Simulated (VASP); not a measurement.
# Pt (P6_3/mmc) in VASP: notebook

Pt is run at these levels: PBE; tasks: single point.

Everything below comes from runs of VASP 6.6.1. Logs are shortened: lines on timing, memory, paths and dates and some standing lists are left out, and cuts for length are marked.

### Step 1. The cell of the first run

Symmetry: P6_3/mmc, No. 194, hexagonal system. The conventional cell has a = 2.707 Å, b = 2.707 Å, c = 9.100 Å, α = 90.00°, β = 90.00°, γ = 120.00°. Pt (site symmetry -3m) has 12 Pt at 2.71 to 2.76 Å within 3.6 Å. Within 3.6 Å of Pt (site symmetry -6m2) lie 12 Pt at 2.71 to 2.76 Å.

This isn't the form of Pt at room conditions, which is fcc.

### Step 2. Single point, PBE, collinear spin (14.44 Å³/atom)

Input file INCAR:

```
ALGO = Normal ; EDIFF = 1E-6
ENCUT = 520 ; GGA = PE
ISIF = 2 ; ISMEAR = -1
ISPIN = 2 ; LASPH = T
LCHARG = F ; LMAXMIX = 4
LORBIT = 11 ; LREAL = F
LWAVE = F ; MAGMOM = 1 1 1 1
NBANDS = 32 ; NELM = 150
PREC = Accurate ; SIGMA = 0.05
```

Input file KPOINTS:

```
k-points
0
Gamma
  15 15 4
```

Input file POSCAR:

```
Pt
1.0
    2.7069589318      0.0000000000      0.0000000000
   -1.3534794659      2.3442952020      0.0000000000
    0.0000000000      0.0000000000      9.1003921427
Pt
4
Direct
    0.0000000000      1.0000000000      1.0000000000
    0.0000000000      1.0000000000      0.5000000000
    0.3333333333      0.6666666667      0.2500000000
    0.6666666667      0.3333333333      0.7500000000
```

Potentials or basis: VASP PAW PBE potentials, release 64 (Pt).

Command:

```sh
cat potpaw_PBE.64/Pt/POTCAR > POTCAR
mpirun -np 1 vasp_std > vasp.out
```

OUTCAR:

```text
EDIFF = 1E-6
   ENCUT = 520
   GGA = PE
   ISIF = 2
   ISMEAR = -1
   ISPIN = 2
   LASPH = T
   LORBIT = 11
   LREAL = F
   NELM = 150
   PREC = Accurate

 ion  position               nearest neighbor table
   1  0.000  0.000  0.000-   3 2.76   4 2.76   4 2.76   3 2.76   4 2.76   3 2.76
   2  0.000  0.000  0.500-   3 2.76   4 2.76   4 2.76   3 2.76   4 2.76   3 2.76
   3  0.333  0.667  0.250-   1 2.76   2 2.76   1 2.76   2 2.76   1 2.76   2 2.76
   4  0.667  0.333  0.750-   1 2.76   2 2.76   1 2.76   2 2.76   1 2.76   2 2.76

  LATTYP: Found a hexagonal cell.
 ALAT       =     2.7069589318
 C/A-ratio  =     3.3618508341

  Lattice vectors:

 A1 = (   2.7069589318,   0.0000000000,   0.0000000000)
 A2 = (  -1.3534794659,   2.3442952020,   0.0000000000)
 A3 = (   0.0000000000,   0.0000000000,   9.1003921427)

Analysis of symmetry for initial positions (statically):
=====================================================================
 Subroutine PRICEL returns:
 Original cell was already a primitive cell.

 Routine SETGRP: Setting up the symmetry group for a
 hexagonal supercell.

 Subroutine GETGRP returns: Found 24 space group operations
 (whereof 12 operations were pure point group operations)
 out of a pool of 24 trial point group operations.

The static configuration has the point symmetry D_3d.
 The point group associated with its full space group is D_6h.

Analysis of symmetry for dynamics (positions and initial velocities):
=====================================================================
 Subroutine PRICEL returns:
 Original cell was already a primitive cell.

 Routine SETGRP: Setting up the symmetry group for a
 hexagonal supercell.

 Subroutine GETGRP returns: Found 24 space group operations
 (whereof 12 operations were pure point group operations)
 out of a pool of 24 trial point group operations.

The dynamic configuration has the point symmetry D_3d.
 The point group associated with its full space group is D_6h.

Analysis of structural, dynamic, and magnetic symmetry:
=====================================================================
 Subroutine PRICEL returns:
 Original cell was already a primitive cell.

 Routine SETGRP: Setting up the symmetry group for a
 hexagonal supercell.

 Subroutine GETGRP returns: Found 24 space group operations
 (whereof 12 operations were pure point group operations)
 out of a pool of 24 trial point group operations.

The overall configuration has the point symmetry D_3d.
 The point group associated with its full space group is D_6h.

 Subroutine INISYM returns: Found 24 space group operations
 (whereof 12 operations are pure point group operations),
 and found     1 'primitive' translations

----------------------------------------------------------------------------------------

                                     Primitive cell

  volume of cell :      57.7503

  direct lattice vectors                    reciprocal lattice vectors
     2.706958932  0.000000000  0.000000000     0.369418238  0.213283719  0.000000000
    -1.353479466  2.344295202  0.000000000     0.000000000  0.426567439  0.000000000
     0.000000000  0.000000000  9.100392143     0.000000000  0.000000000  0.109885375

  length of vectors
     2.706958932  2.706958932  9.100392143     0.426567439  0.426567439  0.109885375

  position of ions in fractional coordinates (direct lattice)
     0.000000000  0.000000000  0.000000000
     0.000000000  0.000000000  0.500000000
     0.333333333  0.666666667  0.250000000
     0.666666667  0.333333333  0.750000000

  ion indices of the primitive-cell ions
   primitive index   ion index
                 1           1
                 2           2
                 3           3
                 4           4

----------------------------------------------------------------------------------------

 KPOINTS: k-points

Automatic generation of k-mesh.
 Grid dimensions read from file:
 generate k-points for:   15   15    4

 Generating k-lattice:

  Cartesian coordinates                     Fractional coordinates (reciprocal lattice)
     0.024627883  0.014218915  0.000000000     0.066666667  0.000000000  0.000000000
     0.000000000  0.028437829  0.000000000     0.000000000  0.066666667  0.000000000
     0.000000000  0.000000000  0.027471344     0.000000000  0.000000000  0.250000000

  Length of vectors
     0.028437829  0.028437829  0.027471344

  Shift w.r.t. Gamma in fractional coordinates (k-lattice)
     0.000000000  0.000000000  0.000000000

 Subroutine IBZKPT returns following result:
 ===========================================

 Found     81 irreducible k-points:

 Following reciprocal coordinates:
            Coordinates               Weight
  0.000000  0.000000  0.000000      1.000000
  0.066667  0.000000  0.000000      6.000000
  0.133333  0.000000  0.000000      6.000000
  0.200000  0.000000  0.000000      6.000000
  0.266667  0.000000  0.000000      6.000000
  0.333333  0.000000  0.000000      6.000000
[... 16 lines left out ...]
  0.333333  0.200000  0.000000     12.000000
  0.400000  0.200000  0.000000      6.000000
 [... further k-points ...]
   k-points           NKPTS =     81   k-points in BZ     NKDIM =     81   number of bands    NBANDS=     32
   number of dos      NEDOS =    301   number of ions     NIONS =      4
   total plane-waves  NPLWV =  28000
   dimension x,y,z NGX =    20 NGY =   20 NGZ =   70
   dimension x,y,z NGXF=    40 NGYF=   40 NGZF=  140
   ions per type =               4
   NGX,Y,Z   is equivalent  to a cutoff of  12.28, 12.28, 12.79 a.u.
   NGXF,Y,Z  is equivalent  to a cutoff of  24.57, 24.57, 25.58 a.u.
 SYSTEM =  unknown system
   PREC   = accura    normal or accurate (medium, high low for compatibility)
   ISTART =      0    job   : 0-new  1-cont  2-samecut
   ICHARG =      2    charge: 1-file 2-atom 10-const
   ISPIN  =      2    spin polarized calculation?
   LNONCOLLINEAR =      F non collinear calculations
   LSORBIT =      F    spin-orbit coupling
   LASPH  =      T    aspherical Exc in radial PAW
   ENCUT  =  520.0 eV  38.22 Ry    6.18 a.u.   5.03  5.03 16.92*2*pi/ulx,y,z
   NELM   =    150;   NELMIN=  2; NELMDL= -5     # of ELM steps
   EDIFF  = 0.1E-05   stopping-criterion for ELM
   LREAL  =      F    real-space projection
   EDIFFG = 0.1E-04   stopping-criterion for IOM
   NSW    =      0    number of steps for IOM
   IBRION =     -1    ionic relax: 0-MD 1-quasi-New 2-CG
   NFREE  =      0    steps in history (QN), initial steepest desc. (CG)
   ISIF   =      2    stress and relaxation
   ISYM   =      2    0-nonsym 1-usesym 2-fastsym
   POTIM  = 0.5000    time-step for ionic-motion
   TEBEG  =    0.0;   TEEND  =   0.0 temperature during run
   PSTRESS=    0.0 pullay stress
   NELECT =      40.0000    total number of electrons
   NUPDOWN=      -1.0000    fix difference up-down
   EMIN   =  10.00;   EMAX   =-10.00  energy-range for DOS
   EFERMI =   0.00;   METHOD = LEGACY
   ISMEAR =    -1;   SIGMA  =   0.05  broadening in eV -4-tet -1-fermi 0-gaus
   EFERMI_NEDOS =   21; number of points for ismear=-14 and -15
   IALGO  =     38    algorithm
   IMIX   =      4    mixing-type and parameters
     AMIX     =   0.40;   BMIX     =  1.00
     AMIX_MAG =   1.60;   BMIX_MAG =  1.00
  volume/ion in A,a.u.               =      14.44        97.43
  Fermi-wavevector in a.u.,A,eV,Ry     =   1.448472  2.737215 28.545995  2.098071
  Thomas-Fermi vector in A             =   2.566309
   LORBIT       =     11    0 simple, 1 ext, 2 COOP (PROOUT), +10 PAW based schemes
   GGA     = PE    functional components
   LHFCALC =     F    Hartree Fock is set to
   AEXX    =    0.0000 exact exchange contribution
   IVDW    =     0    specifies the selected vdW correction
   LEPSILON=     F    determine dielectric tensor
   LRPA    =     F    only Hartree local field effects (RPA)
 spin polarized calculation
  energy-cutoff  :      520.00
  volume of cell :       57.75
 maximum number of plane-waves:      1584
 NGX is ok and might be reduce to    20
   NGX =  9   NGY =  9   NGZ = 33

 number of electron      39.9999998 magnetization       0.0000533

 Free energy of the ion-electron system (eV)
  ---------------------------------------------------
  ext. energy  EPLUGINS =         0.00000000
  ---------------------------------------------------
  free energy    TOTEN  =       -23.94863341 eV

  energy without entropy =      -23.89429228  energy(sigma->0) =      -23.92146284

 E-fermi :  12.1381     XC(G=0): -13.7523

 val. band max:       12.1369299480   @ k =   0.3333   0.0000   0.2500
 cond. band min:      12.1384736553   @ k =   0.4667   0.0000   0.0000
 fundamental gap:      0.0015437074
 Fermi energy:        12.1380975925

 spin component 1

 k-point     1 :       0.0000    0.0000    0.0000
  band No.  band energies     occupation
      1       1.4064      1.00000
      2       3.3974      1.00000
      3       3.3982      1.00000
      4       4.2388      1.00000
      5       7.5982      1.00000
      6       7.6458      1.00000
[... 24 lines left out ...]
     31      28.7507      0.00000
     32      29.2764      0.00000

 k-point     2 :       0.0667    0.0000    0.0000
  band No.  band energies     occupation
      1       1.5773      1.00000
      2       3.5621      1.00000
      3       3.5630      1.00000
      4       4.3949      1.00000
      5       7.4224      1.00000
      6       7.5504      1.00000
[... 24 lines left out ...]
     31      29.0122      0.00000
     32      29.4598      0.00000
[... 733 lines left out ...]
     31      24.7525      0.00000
     32      25.6430      0.00000

 k-point    24 :       0.4000    0.2000    0.0000
  band No.  band energies     occupation
      1       5.2589      1.00000
      2       5.2904      1.00000
      3       5.8474      1.00000
      4       6.4682      1.00000
      5       6.5294      1.00000
      6       6.6678      1.00000
[... 24 lines left out ...]
     31      24.0970      0.00000
     32      24.1216      0.00000

 [... further k-points ...]

 spin component 2

 k-point     1 :       0.0000    0.0000    0.0000
  band No.  band energies     occupation
      1       1.4066      1.00000
      2       3.3976      1.00000
      3       3.3984      1.00000
      4       4.2389      1.00000
      5       7.5983      1.00000
      6       7.6458      1.00000
[... 24 lines left out ...]
     31      28.7508      0.00000
     32      29.2766      0.00000

 k-point     2 :       0.0667    0.0000    0.0000
  band No.  band energies     occupation
      1       1.5775      1.00000
      2       3.5624      1.00000
      3       3.5632      1.00000
      4       4.3950      1.00000
      5       7.4225      1.00000
      6       7.5504      1.00000
[... 24 lines left out ...]
     31      29.0123      0.00000
     32      29.4600      0.00000
[... 733 lines left out ...]
     31      24.7526      0.00000
     32      25.6432      0.00000

 k-point    24 :       0.4000    0.2000    0.0000
  band No.  band energies     occupation
      1       5.2590      1.00000
      2       5.2905      1.00000
      3       5.8474      1.00000
      4       6.4683      1.00000
      5       6.5296      1.00000
      6       6.6678      1.00000
[... 24 lines left out ...]
     31      24.0972      0.00000
     32      24.1218      0.00000

 [... further k-points ...]

------------------------ aborting loop because EDIFF is reached ----------------------------------------

  FORCE on cell =-STRESS in cart. coord.  units (eV):
  Direction    XX          YY          ZZ          XY          YZ          ZX
  --------------------------------------------------------------------------------------
  -------------------------------------------------------------------------------------
  Total        9.2282640      9.2282640      8.6870741      0.0000000      0.0000000      0.0000000
  in kB      256.0215493    256.0215494    241.0072113      0.0000000      0.0000000      0.0000000
  external PRESSURE =     251.0167700 kB  Pullay stress =       0.0000000 kB

 VOLUME and BASIS-vectors are now :
 -----------------------------------------------------------------------------
  energy-cutoff  :      520.00
  volume of cell :       57.75
      direct lattice vectors                 reciprocal lattice vectors
     2.706958932  0.000000000  0.000000000     0.369418238  0.213283719  0.000000000
    -1.353479466  2.344295202  0.000000000     0.000000000  0.426567439  0.000000000
     0.000000000  0.000000000  9.100392143     0.000000000  0.000000000  0.109885375

 POSITION                                       TOTAL-FORCE (eV/Angst)
 -----------------------------------------------------------------------------------
      0.00000      0.00000      0.00000         0.000000     -0.000000      0.000000
      0.00000      0.00000      4.55020         0.000000     -0.000000      0.000000
     -0.00000      1.56286      2.27510        -0.000000      0.000000      0.000000
      1.35348      0.78143      6.82529         0.000000     -0.000000     -0.000000
 -----------------------------------------------------------------------------------
    total drift:                                0.000000     -0.000000      0.000000

  FREE ENERGIE OF THE ION-ELECTRON SYSTEM (eV)
  ---------------------------------------------------
  free  energy   TOTEN  =       -23.9486334090 eV

  energy  without entropy=      -23.8942922802  energy(sigma->0) =      -23.92146284

 total charge

# of ion       s       p       d       tot
------------------------------------------
    1        0.662   0.670   8.093   9.425
    2        0.662   0.670   8.093   9.425
    3        0.664   0.674   8.088   9.426
    4        0.664   0.674   8.088   9.426
--------------------------------------------------
tot          2.651   2.687  32.363  37.701

 magnetization (x)

# of ion       s       p       d       tot
------------------------------------------
    1        0.000   0.000   0.000   0.000
    2        0.000   0.000   0.000   0.000
    3        0.000   0.000   0.000   0.000
    4        0.000   0.000   0.000   0.000
--------------------------------------------------
tot          0.000   0.000   0.000   0.000
```

It took 2.8 min on 1 thread of AMD EPYC 9R45 (Zen 5), shared host; peak memory 0.3 GiB.

What came out:

```yaml
Free_energy: -23.9486 eV
Pressure: 25.1 GPa
Band_gap_on_the_k_mesh: zero (filled and empty bands overlap)
Net_moment: 0.00 μB per cell
Valence_electrons_inside_the_program's_atomic_spheres: Pt 9.43
```

Levels at points of the mesh, in eV from the Fermi level:
Spin up:
```
           k point  band 17  band 18  band 19  band 20  band 21  band 22  band 23  band 24
(0.00, 0.00, 0.00)    -2.10    -1.44    -1.44    -0.98    -0.98    -0.91    -0.14    -0.14
(0.00, 0.00, 0.50)    -1.81    -1.81    -1.81    -1.81    -0.50    -0.50    -0.50    -0.50
```
Spin down:
```csv
k point,band 16,band 17,band 18,band 19,band 20,band 21,band 22,band 23,band 24,band 25
"(0.00, 0.00, 0.00)",-2.10,-2.10,-1.44,-1.44,-0.98,-0.98,-0.91,-0.14,-0.14,5.73
"(0.00, 0.00, 0.50)",-2.84,-1.81,-1.81,-1.81,-1.81,-0.50,-0.50,-0.50,-0.50,8.63
```

Caveat: the cell stands under pressure; spin-orbit coupling is left out, which moves the levels of the heavy elements.

### Step 3. Single point, PBE, collinear spin (15.07 Å³/atom)

This run uses another cell than the first one, of 15.07 Å³/atom.

Input file INCAR:

```
  PREC = Accurate
  ENCUT = 520
  EDIFF = 1E-6
  ISMEAR = -1
  SIGMA = 0.05
  LREAL = False
  LASPH = True
  NELM = 150
  ALGO = Normal
  ISIF = 2
  LWAVE = False
  LCHARG = True
  ISPIN = 2
  MAGMOM = 1 1 1 1
  LORBIT = 11
  LMAXMIX = 4
  GGA = PE
  LELF = True
  LVHAR = True
  NBANDS = 32
```

Input file KPOINTS:

```
regular mesh
0
Gamma
  15 15 4
```

Input file POSCAR:

```
Pt
1.0
    2.7456349991      0.0000000000      0.0000000000
   -1.3728174995      2.3777896587      0.0000000000
    0.0000000000      0.0000000000      9.2304153116
Pt
4
Direct
    0.0000000000      1.0000000000      1.0000000000
    0.0000000000      1.0000000000      0.5000000000
    0.3333333333      0.6666666667      0.2500000000
    0.6666666667      0.3333333333      0.7500000000
```

Potentials or basis: VASP PAW PBE potentials, release 64 (Pt).

Command:

```sh
cat potpaw_PBE.64/Pt/POTCAR > POTCAR
mpirun -np 1 vasp_std > vasp.out
```

Run time: 3 min. Hardware: 1 thread of AMD EPYC 9R45 (Zen 5), shared host; peak memory 0.3 GiB.

The run converged. Its results:

```
Free energy                                           : -24.2264 eV
Pressure                                              : 10.7 GPa
Band gap on the k mesh                                : zero (filled and empty bands overlap)
Net moment                                            : 0.00 μB per cell
Valence electrons inside the program's atomic spheres : Pt 9.30
```

Stress tensor (GPa, compression positive):
```
10.87  0.00  0.00
 0.00 10.87  0.00
 0.00  0.00 10.21
```

Levels at points of the mesh, in eV from the Fermi level:
Spin up:
| k point | band 17 | band 18 | band 19 | band 20 | band 21 | band 22 | band 23 | band 24 |
| --- | --- | --- | --- | --- | --- | --- | --- | --- |
| (0.00, 0.00, 0.00) | -1.96 | -1.34 | -1.34 | -0.91 | -0.91 | -0.72 | -0.13 | -0.13 |
| (0.00, 0.00, 0.50) | -1.68 | -1.68 | -1.68 | -1.68 | -0.46 | -0.46 | -0.46 | -0.46 |
Spin down:
| k point | band 16 | band 17 | band 18 | band 19 | band 20 | band 21 | band 22 | band 23 | band 24 | band 25 |
| --- | --- | --- | --- | --- | --- | --- | --- | --- | --- | --- |
| (0.00, 0.00, 0.00) | -1.96 | -1.96 | -1.34 | -1.34 | -0.91 | -0.91 | -0.72 | -0.13 | -0.13 | 5.41 |
| (0.00, 0.00, 0.50) | -2.62 | -1.68 | -1.68 | -1.68 | -1.68 | -0.46 | -0.46 | -0.46 | -0.46 | 8.31 |

Caveat: the cell stands under pressure; spin-orbit coupling is left out, which moves the levels of the heavy elements.

### Step 4. Single point, PBE, collinear spin

This run uses another cell than the first one, of 15.69 Å³/atom.

Input file INCAR:

```
SYSTEM = Pt
PREC     = Accurate       ! precision mode
ENCUT    = 520            ! plane-wave cutoff, eV
EDIFF    = 1E-7           ! SCF threshold, eV
ISMEAR   = -1             ! smearing method
SIGMA    = 0.05           ! smearing width, eV
LREAL    = .FALSE.        ! projectors in reciprocal space
LASPH    = .TRUE.         ! aspherical terms in the spheres
NELM     = 150            ! most SCF steps
ALGO     = Normal         ! electronic algorithm
ISIF     = 2              ! what is computed and relaxed
LWAVE    = .FALSE.        ! write WAVECAR
LCHARG   = .TRUE.         ! write CHGCAR
ISPIN    = 2              ! spin polarisation
MAGMOM   = 1 1 1 1        ! initial moments
LORBIT   = 11             ! projections on sites
LMAXMIX  = 4              ! l up to which the mixer works
GGA      = PE             ! functional
LELF     = .TRUE.         ! ELF
LVHAR    = .TRUE.       
NBANDS   = 32             ! bands
```

Input file KPOINTS:

```
regular mesh
0
G
  17 17 5
  0 0 0
```

Input file POSCAR:

```
Pt
1.0
    2.7832511400      0.0000000000      0.0000000000
   -1.3916255700      2.4103661923      0.0000000000
    0.0000000000      0.0000000000      9.3568747421
Pt
4
Direct
    1.0000000000      0.0000000000      0.0000000000
    1.0000000000      0.0000000000      0.5000000000
    0.3333333333      0.6666666667      0.2500000000
    0.6666666667      0.3333333333      0.7500000000
```

Command:

```sh
cat potpaw_PBE.64/Pt/POTCAR > POTCAR
mpirun -np 1 vasp_std > vasp.out
```

Wall time 5.9 min (1 thread of Intel Xeon Platinum 8488C (Sapphire Rapids), shared host); peak memory 0.4 GiB.

Results (log left out):

* Free energy: -24.3089 eV
* Pressure: -0.5 GPa
* Band gap on the k mesh: zero (filled and empty bands overlap)
* Net moment: 0.00 μB per cell
* Valence electrons inside the program's atomic spheres: Pt 9.20

Stress tensor (GPa, compression positive):
```
-0.40  0.00  0.00
 0.00 -0.40  0.00
 0.00  0.00 -0.72
```

Levels at points of the mesh, in eV from the Fermi level:
Spin up:
```
           k point  band 16  band 17  band 18  band 19  band 20  band 21  band 22  band 23  band 24  band 25
(0.00, 0.00, 0.00)    -1.82    -1.82    -1.25    -1.25    -0.85    -0.85    -0.54    -0.12    -0.12     5.13
```
Spin down:
| k point | band 16 | band 17 | band 18 | band 19 | band 20 | band 21 | band 22 | band 23 | band 24 | band 25 |
| --- | --- | --- | --- | --- | --- | --- | --- | --- | --- | --- |
| (0.00, 0.00, 0.00) | -1.82 | -1.82 | -1.25 | -1.25 | -0.85 | -0.85 | -0.54 | -0.12 | -0.12 | 5.13 |

Caveat: spin-orbit coupling is left out, which moves the levels of the heavy elements.

(Continued in part 2 of 2.)
